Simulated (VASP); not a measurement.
# MgB15N15 (a cell with a defect) in VASP: further runs

Aim: see how the results for MgB15N15 (a cell with a defect) move with the level of theory and the settings. Levels: PBE, HSE06, r2SCAN. Tasks: relaxation of the atoms, single point.

Everything below comes from runs of VASP 6.6.1. Logs are shortened: lines on timing, memory, paths and dates and some standing lists are left out, and cuts for length are marked.

### Step 1. The cell of the first run

The cell holds a defect, 31 atoms: a = 6.277 Å, b = 6.277 Å, c = 6.277 Å, α = 109.47°, β = 109.47°, γ = 109.47°.

### Step 2. Relaxation of the atoms, PBE, collinear spin

File INCAR:

```
PREC     = Accurate       # precision mode
ENCUT    = 520            # plane-wave cutoff, eV
EDIFF    = 1E-7           # SCF threshold, eV
ISMEAR   = 0              # smearing method
SIGMA    = 0.01           # smearing width, eV
LREAL    = Auto         
LASPH    = True           # aspherical terms in the spheres
NELM     = 150            # most SCF steps
ALGO     = Normal         # electronic algorithm
ISIF     = 2              # what is computed and relaxed
LWAVE    = False          # write WAVECAR
LCHARG   = False          # write CHGCAR
ISPIN    = 2              # spin polarisation
MAGMOM   = 0.04 0 0.01 0.04 0.01 0 0.01 0 0.01 0 0 0.04 0.01 0 0.01 0.05 0.03 0.03 0.03 0.03 0.14 0.15 0.03 0.03 0.14 0.02 0.02 0.03 0.03 0.02 0.02 # initial moments
LORBIT   = 11             # projections on sites
NUPDOWN  = 2.0            # fixed moment
GGA      = PE             # functional
IBRION   = 2              # ionic algorithm
NSW      = 100            # ionic steps
EDIFFG   = -0.03          # ionic threshold
NELECT   = 120.0
```

File KPOINTS:

```
Automatic mesh
0
Gamma
  1 1 1
  0.25 0.25 0.25
```

File POSCAR:

```
MgB15N15
1.0
   -3.6241103800      3.6241103800     -3.6241103800
    3.6241103800      3.6241103800      3.6241103800
    3.6241103800     -3.6241103800     -3.6241103800
B Mg N
15 1 15
Direct
    0.0000000000      0.0000000000      0.0000000000
    0.0000000000      0.2500000000      0.7500000000
    0.0000000000      0.5000000000      0.5000000000
    0.0000000000      0.7500000000      0.2500000000
    0.2500000000      0.0000000000      0.7500000000
    0.2500000000      0.5000000000      0.2500000000
    0.2500000000      0.7500000000      0.0000000000
    0.5000000000      0.0000000000      0.5000000000
    0.5000000000      0.2500000000      0.2500000000
    0.5000000000      0.5000000000      0.0000000000
    0.5000000000      0.7500000000      0.7500000000
    0.7500000000      0.0000000000      0.2500000000
    0.7500000000      0.2500000000      0.0000000000
    0.7500000000      0.5000000000      0.7500000000
    0.7500000000      0.7500000000      0.5000000000
    0.2500000000      0.2500000000      0.5000000000
    0.0000000000      0.2500000000      0.0000000000
    0.0000000000      0.5000000000      0.7500000000
    0.0000000000      0.7500000000      0.5000000000
    0.2500000000      0.0000000000      0.0000000000
    0.2500000000      0.2500000000      0.7500000000
    0.2500000000      0.5000000000      0.5000000000
    0.2500000000      0.7500000000      0.2500000000
    0.5000000000      0.0000000000      0.7500000000
    0.5000000000      0.2500000000      0.5000000000
    0.5000000000      0.5000000000      0.2500000000
    0.5000000000      0.7500000000      0.0000000000
    0.7500000000      0.0000000000      0.5000000000
    0.7500000000      0.2500000000      0.2500000000
    0.7500000000      0.5000000000      0.0000000000
    0.7500000000      0.7500000000      0.7500000000
```

Potentials or basis: VASP PAW PBE potentials, release 64 (B, Mg, N).

Command:

```
> cat potpaw_PBE.64/B/POTCAR potpaw_PBE.64/Mg/POTCAR potpaw_PBE.64/N/POTCAR > POTCAR
> mpirun -np 1 vasp_std > vasp.out
```

OUTCAR:

```text
PREC = Accurate
   ENCUT = 520
   EDIFF = 1E-7
   ISMEAR = 0
   LREAL = Auto
   LASPH = True
   NELM = 150
   ISIF = 2
   ISPIN = 2
   LORBIT = 11
   NUPDOWN = 2.0
   GGA = PE
   IBRION = 2
   NSW = 100
   EDIFFG = -0.03
   NELECT = 120.0

 ion  position               nearest neighbor table
   1  0.000  0.000  0.000-  17 1.57  20 1.57  31 1.57  16 2.56
   2  0.000  0.250  0.750-  17 1.57  18 1.57  21 1.57  28 1.57  16 2.56
   3  0.000  0.500  0.500-  18 1.57  19 1.57  22 1.57  29 1.57  16 2.56
   4  0.000  0.750  0.250-  19 1.57  23 1.57  30 1.57  16 2.56
   5  0.250  0.000  0.750-  19 1.57  20 1.57  21 1.57  24 1.57  16 2.56
   6  0.250  0.500  0.250-  17 1.57  22 1.57  23 1.57  26 1.57  16 2.56
   7  0.250  0.750  0.000-  18 1.57  20 1.57  23 1.57  27 1.57
   8  0.500  0.000  0.500-  23 1.57  24 1.57  25 1.57  28 1.57  16 2.56
   9  0.500  0.250  0.250-  20 1.57  25 1.57  26 1.57  29 1.57  16 2.56
  10  0.500  0.500  0.000-  21 1.57  26 1.57  27 1.57  30 1.57  16 2.56
  11  0.500  0.750  0.750-  22 1.57  24 1.57  27 1.57  31 1.57  16 2.56
  12  0.750  0.000  0.250-  27 1.57  28 1.57  29 1.57  16 2.56
  13  0.750  0.250  0.000-  17 1.57  24 1.57  29 1.57  30 1.57
  14  0.750  0.500  0.750-  18 1.57  25 1.57  30 1.57  31 1.57  16 2.56
  15  0.750  0.750  0.500-  19 1.57  26 1.57  28 1.57  31 1.57
  16  0.250  0.250  0.500-  21 1.57  22 1.57  25 1.57   6 2.56   8 2.56   9 2.56  10 2.56  11 2.56
                            14 2.56   2 2.56   3 2.56   5 2.56   1 2.56   4 2.56  12 2.56
  17  0.000  0.250  0.000-   1 1.57   2 1.57   6 1.57  13 1.57
  18  0.000  0.500  0.750-   2 1.57   3 1.57   7 1.57  14 1.57
  19  0.000  0.750  0.500-   3 1.57   4 1.57   5 1.57  15 1.57
  20  0.250  0.000  0.000-   1 1.57   5 1.57   7 1.57   9 1.57
  21  0.250  0.250  0.750-   2 1.57   5 1.57  10 1.57  16 1.57
  22  0.250  0.500  0.500-   3 1.57   6 1.57  11 1.57  16 1.57
  23  0.250  0.750  0.250-   4 1.57   6 1.57   7 1.57   8 1.57
  24  0.500  0.000  0.750-   5 1.57   8 1.57  11 1.57  13 1.57
  25  0.500  0.250  0.500-   8 1.57   9 1.57  14 1.57  16 1.57
  26  0.500  0.500  0.250-   6 1.57   9 1.57  10 1.57  15 1.57
  27  0.500  0.750  0.000-   7 1.57  10 1.57  11 1.57  12 1.57
  28  0.750  0.000  0.500-   2 1.57   8 1.57  12 1.57  15 1.57
  29  0.750  0.250  0.250-   3 1.57   9 1.57  12 1.57  13 1.57
  30  0.750  0.500  0.000-   4 1.57  10 1.57  13 1.57  14 1.57
  31  0.750  0.750  0.750-   1 1.57  11 1.57  14 1.57  15 1.57

  LATTYP: Found a body centered cubic cell.
 ALAT       =     7.2482207600

  Lattice vectors:

 A1 = (  -3.6241103800,   3.6241103800,  -3.6241103800)
 A2 = (   3.6241103800,   3.6241103800,   3.6241103800)
 A3 = (   3.6241103800,  -3.6241103800,  -3.6241103800)

Analysis of symmetry for initial positions (statically):
=====================================================================
 Subroutine PRICEL returns:
 Original cell was already a primitive cell.

 Routine SETGRP: Setting up the symmetry group for a
 body centered cubic supercell.

 Subroutine GETGRP returns: Found  6 space group operations
 (whereof  2 operations were pure point group operations)
 out of a pool of 48 trial point group operations.

The static configuration has the point symmetry C_1h.
 The point group associated with its full space group is C_3v.

Analysis of symmetry for dynamics (positions and initial velocities):
=====================================================================
 Subroutine PRICEL returns:
 Original cell was already a primitive cell.

 Routine SETGRP: Setting up the symmetry group for a
 body centered cubic supercell.

 Subroutine GETGRP returns: Found  6 space group operations
 (whereof  2 operations were pure point group operations)
 out of a pool of 48 trial point group operations.

The dynamic configuration has the point symmetry C_1h.
 The point group associated with its full space group is C_3v.

Analysis of structural, dynamic, and magnetic symmetry:
=====================================================================
 Subroutine PRICEL returns:
 Original cell was already a primitive cell.

 Routine SETGRP: Setting up the symmetry group for a
 body centered cubic supercell.

 Subroutine GETGRP returns: Found  1 space group operations
 (whereof  1 operations were pure point group operations)
 out of a pool of 48 trial point group operations.

The overall configuration has the point symmetry C_1 .

 Subroutine INISYM returns: Found  1 space group operations
[... 133 lines left out ...]
   EDIFFG = -.3E-01   stopping-criterion for IOM
   NSW    =    100    number of steps for IOM
   IBRION =      2    ionic relax: 0-MD 1-quasi-New 2-CG
   NFREE  =      1    steps in history (QN), initial steepest desc. (CG)
   ISIF   =      2    stress and relaxation
   ISYM   =      2    0-nonsym 1-usesym 2-fastsym
   POTIM  = 0.5000    time-step for ionic-motion
   TEBEG  =    0.0;   TEEND  =   0.0 temperature during run
   PSTRESS=    0.0 pullay stress
   NELECT =     120.0000    total number of electrons
   NUPDOWN=       2.0000    fix difference up-down
   EMIN   =  10.00;   EMAX   =-10.00  energy-range for DOS
   EFERMI =   0.00;   METHOD = LEGACY
   ISMEAR =     0;   SIGMA  =   0.01  broadening in eV -4-tet -1-fermi 0-gaus
   EFERMI_NEDOS =   21; number of points for ismear=-14 and -15
   IALGO  =     38    algorithm
   IMIX   =      4    mixing-type and parameters
     AMIX     =   0.40;   BMIX     =  1.00
     AMIX_MAG =   1.60;   BMIX_MAG =  1.00
  volume/ion in A,a.u.               =       6.14        41.45
  Fermi-wavevector in a.u.,A,eV,Ry     =   1.403612  2.652443 26.805212  1.970127
  Thomas-Fermi vector in A             =   2.526257
   LORBIT       =     11    0 simple, 1 ext, 2 COOP (PROOUT), +10 PAW based schemes
   GGA     = PE    functional components
   LHFCALC =     F    Hartree Fock is set to
   AEXX    =    0.0000 exact exchange contribution
   IVDW    =     0    specifies the selected vdW correction
   LEPSILON=     F    determine dielectric tensor
   LRPA    =     F    only Hartree local field effects (RPA)
 conjugate gradient relaxation of ions
 spin polarized calculation
 Gauss-broadening in eV      SIGMA  =   0.01
  energy-cutoff  :      520.00
  volume of cell :      190.40
 maximum number of plane-waves:      5072
 NGX is ok and might be reduce to    48
   NGX = 23   NGY = 23   NGZ = 23

--------------------------------------- Ionic step        1  -------------------------------------------

 number of electron     120.0000035 magnetization       1.9999998

 Free energy of the ion-electron system (eV)
  ---------------------------------------------------
  ext. energy  EPLUGINS =         0.00000000
  ---------------------------------------------------
  free energy    TOTEN  =      -264.72585177 eV

  energy without entropy =     -264.72585177  energy(sigma->0) =     -264.72585177

------------------------ aborting loop because EDIFF is reached ----------------------------------------

  FORCE on cell =-STRESS in cart. coord.  units (eV):
  Direction    XX          YY          ZZ          XY          YZ          ZX
  --------------------------------------------------------------------------------------
  -------------------------------------------------------------------------------------
  Total       -1.0544427     -1.0544054     -1.0542701     -4.3473246      4.3470086      4.3470712
  in kB       -8.8729761     -8.8726622     -8.8715239    -36.5820810     36.5794222     36.5799492
  external PRESSURE =      -8.8723874 kB  Pullay stress =       0.0000000 kB
[... 176 lines left out ...]
  FREE ENERGIE OF THE ION-ELECTRON SYSTEM (eV)
  ---------------------------------------------------
  free  energy   TOTEN  =      -271.1533184487 eV

  energy  without entropy=     -271.1533184487  energy(sigma->0) =     -271.15331845

[... ionic steps 4 to 13 ...]

--------------------------------------- Ionic step       14  -------------------------------------------

 number of electron     120.0000008 magnetization       2.0000001

------------------------ aborting loop because EDIFF is reached ----------------------------------------
[... 125 lines left out ...]
--------------------------------------- Ionic step       16  -------------------------------------------

 number of electron     120.0000007 magnetization       2.0000001

 Free energy of the ion-electron system (eV)
  ---------------------------------------------------
  ext. energy  EPLUGINS =         0.00000000
  ---------------------------------------------------
  free energy    TOTEN  =      -271.91722351 eV

  energy without entropy =     -271.91717748  energy(sigma->0) =     -271.91720050

 E-fermi :   7.0972     XC(G=0): -12.5546

 val. band max:        7.0751600290   @ k =   0.2500   0.2500   0.2500
 cond. band min:       7.1205473908   @ k =   0.2500   0.2500   0.2500
 fundamental gap:      0.0453873617
 Fermi energy:         7.0608285557

 spin component 1

 k-point     1 :       0.2500    0.2500    0.2500
  band No.  band energies     occupation
      1     -11.7477      1.00000
      2     -11.7477      1.00000
      3     -11.5732      1.00000
      4     -10.9949      1.00000
      5      -8.7780      1.00000
      6      -8.7780      1.00000
[... 64 lines left out ...]
     71      15.1129      0.00000
     72      15.1856      0.00000
 Fermi energy:         7.0971508132

 spin component 2

 k-point     1 :       0.2500    0.2500    0.2500
  band No.  band energies     occupation
      1     -11.6307      1.00000
      2     -11.6307      1.00000
      3     -11.4630      1.00000
      4     -10.8347      1.00000
      5      -8.6036      1.00000
      6      -8.6036      1.00000
[... 64 lines left out ...]
     71      15.1618      0.00000
     72      15.2897      0.00000
 [bands above 72 left out]

------------------------ aborting loop because EDIFF is reached ----------------------------------------

  FORCE on cell =-STRESS in cart. coord.  units (eV):
  Direction    XX          YY          ZZ          XY          YZ          ZX
  --------------------------------------------------------------------------------------
  -------------------------------------------------------------------------------------
  Total       -9.5693273     -9.5693570     -9.5694418      2.2168169     -2.2169388     -2.2169072
  in kB      -80.5244466    -80.5246969    -80.5254106     18.6541798    -18.6552059    -18.6549399
  external PRESSURE =     -80.5248514 kB  Pullay stress =       0.0000000 kB
[... 46 lines left out ...]
  FREE ENERGIE OF THE ION-ELECTRON SYSTEM (eV)
  ---------------------------------------------------
  free  energy   TOTEN  =      -271.9172235087 eV

  energy  without entropy=     -271.9171774834  energy(sigma->0) =     -271.91720050

 reached required accuracy - stopping structural energy minimisation

 total charge

# of ion       s       p       d       tot
------------------------------------------
    1        0.686   1.293   0.000   1.980
    2        0.670   1.337   0.000   2.006
    3        0.670   1.337   0.000   2.006
    4        0.686   1.293   0.000   1.980
    5        0.670   1.337   0.000   2.006
    6        0.670   1.337   0.000   2.006
[... 23 lines left out ...]
   30        1.211   2.759   0.000   3.971
   31        1.211   2.759   0.000   3.971
--------------------------------------------------
tot         28.620  61.076   0.069  89.765

 magnetization (x)

# of ion       s       p       d       tot
------------------------------------------
    1       -0.000   0.005   0.000   0.005
    2       -0.002  -0.001   0.000  -0.003
    3       -0.002  -0.001   0.000  -0.003
    4       -0.000   0.005   0.000   0.005
    5       -0.002  -0.001   0.000  -0.003
    6       -0.002  -0.001   0.000  -0.003
[... 23 lines left out ...]
   30        0.001   0.022   0.000   0.023
   31        0.001   0.022   0.000   0.023
--------------------------------------------------
tot          0.028   1.517   0.015   1.561
```

Wall time 16 min (1 thread of AMD EPYC 7R13 (Zen 3), shared host); peak memory 0.4 GiB.

What came out:

```yaml
Free_energy: -271.9172 eV
Energy_gained_by_relaxing: 232.0 meV/atom
Ionic_steps: 16
Largest_force_after_relaxing: 0.027 eV/Å
Net_moment: 2.00 μB per cell
Site_moments: B +0.01, -0.00, -0.01 (each value once); Mg +0.03; N +0.05, +0.06, +0.32, +0.02 (each value once) μB
Valence_electrons_inside_the_program's_atomic_spheres: B 1.98, 2.01, 2.02, 2.03 (each value once); Mg 0.52; N 3.93, 3.94, 3.92, 3.97 (each value once)
```

Forces in eV/Å, atoms in the order of the input:
```
B   -0.004  0.027  0.004
B    0.002  0.004 -0.002
B    0.002  0.003 -0.004
B   -0.004 -0.004 -0.027
B    0.002  0.004 -0.002
B    0.002  0.002 -0.004
B    0.008  0.012 -0.012
B    0.004  0.002 -0.002
B    0.004  0.002 -0.002
B   -0.009 -0.005  0.009
B   -0.009 -0.009  0.006
B    0.027 -0.004  0.004
B    0.012  0.012 -0.008
B   -0.005 -0.009  0.009
B    0.012  0.008 -0.012
Mg   0.004  0.004 -0.004
N    0.005 -0.013 -0.006
N   -0.022 -0.002  0.002
N    0.005  0.006  0.013
N    0.006 -0.013 -0.005
N    0.010 -0.011 -0.010
N    0.010  0.010  0.011
N    0.006  0.005  0.013
N   -0.002 -0.002  0.022
N   -0.011  0.010 -0.010
N   -0.002 -0.022  0.002
N   -0.008 -0.011  0.011
N   -0.013  0.006 -0.005
N   -0.013  0.005 -0.006
N   -0.011 -0.011  0.008
N   -0.011 -0.008  0.011
```

The path:
```csv
step,energy change (eV),largest force (eV/Å),pressure (GPa)
1,0.0000,15.1471,-0.89
2,4.3684,12.5971,2.90
3,-6.4275,1.5139,-7.93
4,-6.4459,1.6870,-7.97
5,-6.4494,1.8779,-7.99
6,-6.8809,1.2797,-7.87
7,-6.9532,1.4551,-8.01
8,-7.0906,0.7504,-7.94
9,-7.0925,0.6480,-7.91
10,-7.1567,0.2918,-8.11
11,-7.1586,0.3871,-8.13
12,-7.1829,0.2416,-8.05
13,-7.1838,0.1848,-8.06
14,-7.1896,0.1145,-8.09
15,-7.1906,0.0588,-8.09
16,-7.1914,0.0274,-8.05
```

Final structure:
```xyz
31
Lattice="-3.6241 3.6241 -3.6241 3.6241 3.6241 3.6241 3.6241 -3.6241 -3.6241" Properties=species:S:1:pos:R:3 pbc="T T T"
B     3.5394    3.6620   -3.5394
B     3.6454   -1.8075   -1.8188
B     3.6454    0.0068   -0.0045
B    -0.0847    5.3515   -1.8500
B     1.8188   -1.8075   -3.6454
B     1.8188    1.8333   -0.0045
B     1.8161    3.6258    1.8104
B     0.0045    0.0068   -3.6454
B     0.0045    1.8333   -1.8188
B     0.0146    3.6351   -0.0146
B     3.6387    1.8267   -1.8230
B     1.8500    5.3515    0.0847
B    -1.8104    3.6258   -1.8161
B     1.8230    1.8267   -3.6387
B     1.8137    3.6281   -1.8137
Mg    1.5310   -0.2811   -1.5310
N     0.9314    0.8881    0.8809
N     4.5340   -0.8813   -0.9307
N     4.5555    0.9312    0.9240
N    -0.8809    0.8881   -0.9314
N     2.8487   -0.9973   -2.8487
N     2.8487    1.0367   -0.8148
N     2.7432    2.7435    0.9240
N     0.9307   -0.8813   -4.5340
N     0.8148    1.0367   -2.8487
N     0.9307    2.7219   -0.9307
N     0.9074    4.5351    0.9010
N    -0.9240    0.9312   -4.5555
N    -0.9240    2.7435   -2.7432
N    -0.9010    4.5351   -0.9074
N     2.7231    2.7195   -2.7231
```

Caveat: the k points lie up to 1.23 Å⁻¹ apart, too coarse for converged energies, forces and pressures; the cell carries a net charge on a neutralising background, which shifts energy and pressure; the cell is charged against a uniform background, so pressure and absolute levels hang on convention; the moment is held away from its start; the total moment is fixed, so each spin has its own Fermi level and the state may be an excited one.

[end of part 1 of 3]
